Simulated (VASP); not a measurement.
Write the native input for VASP 6.6.1 that does the following.

```yaml
Task: relaxation of cell and atoms
Functional: PBE
Potentials_or_basis: VASP PAW PBE potentials, release 64 (Pb_d, I)
Cutoff: 500 eV
k_mesh: 6 × 6 × 4
Occupations: gaussian, width 0.02 eV
Spin: no spin polarisation
Dipole_correction: no
Further_INCAR_settings: ALGO = Normal; EDIFF = 1e-07; IBRION = 2; EDIFFG = -0.005; NSW = 100; ISIF = 3
```

The structure of PbI2 lies in POSCAR:

```
PbI2
1.0
    4.6785475797      0.0000000000      0.0000000000
   -2.3392737899      4.0517410568      0.0000000000
    0.0000000000      0.0000000000      7.6903754617
Pb I
1 2
Direct
    0.0000000000      0.0000000000      0.0000000000
    0.3333333333      0.6666666667      0.2412822959
    0.6666666667      0.3333333333      0.7587177041
```

The input as run:

INCAR

```
SYSTEM = PbI2
PREC     = Accurate       ! precision mode
ENCUT    = 500            ! plane-wave cutoff, eV
EDIFF    = 1E-7           ! SCF threshold, eV
ISMEAR   = 0              ! smearing method
SIGMA    = 0.02           ! smearing width, eV
LREAL    = .False.        ! projectors in reciprocal space
LASPH    = .True.         ! aspherical terms in the spheres
NELM     = 120            ! most SCF steps
ALGO     = Normal         ! electronic algorithm
ISIF     = 3              ! what is computed and relaxed
LWAVE    = .False.        ! write WAVECAR
LCHARG   = .False.        ! write CHGCAR
GGA      = PE             ! functional
IBRION   = 2              ! ionic algorithm
NSW      = 100            ! ionic steps
EDIFFG   = -0.005         ! ionic threshold
GGA_COMPAT= .False.      
NELMIN   = 4
```

KPOINTS

```
Automatic mesh
0
Gamma
  6 6 4
  0 0 0
```

Potentials or basis: VASP PAW PBE potentials, release 64 (Pb_d, I).

Command:

```sh
$ cat potpaw_PBE.64/Pb_d/POTCAR potpaw_PBE.64/I/POTCAR > POTCAR
$ mpirun -np 1 vasp_std > vasp.out
```

Results of the run:

| Item | Value |
| --- | --- |
| Relaxed volume | 48.61 Å³/atom |
| Relaxed cell | a = 4.675 Å, b = 4.675 Å, c = 7.704 Å, α = 90.00°, β = 90.00°, γ = 120.00° |
| Space group after relaxing (to 0.1 Å) | P-3m1 (No. 164) |
| Energy gained by relaxing | 0.0 meV/atom |
| Ionic steps | 3 |
| Pressure after relaxing | 0.0 GPa |
| Largest force after relaxing | 0.005 eV/Å |
| Band gap on the k mesh | 2.42 eV (least direct gap 2.51 eV) |

Caveat: spin-orbit coupling is left out, which moves the levels of the heavy elements; this functional lacks dispersion, which binds the layers, so the pressure and a relaxed spacing across them are unreliable.

Wall time 63 s on 1 thread of Intel(R) Xeon(R) 6975P-C (Granite Rapids) (shared host), peak memory 0.28 GiB.
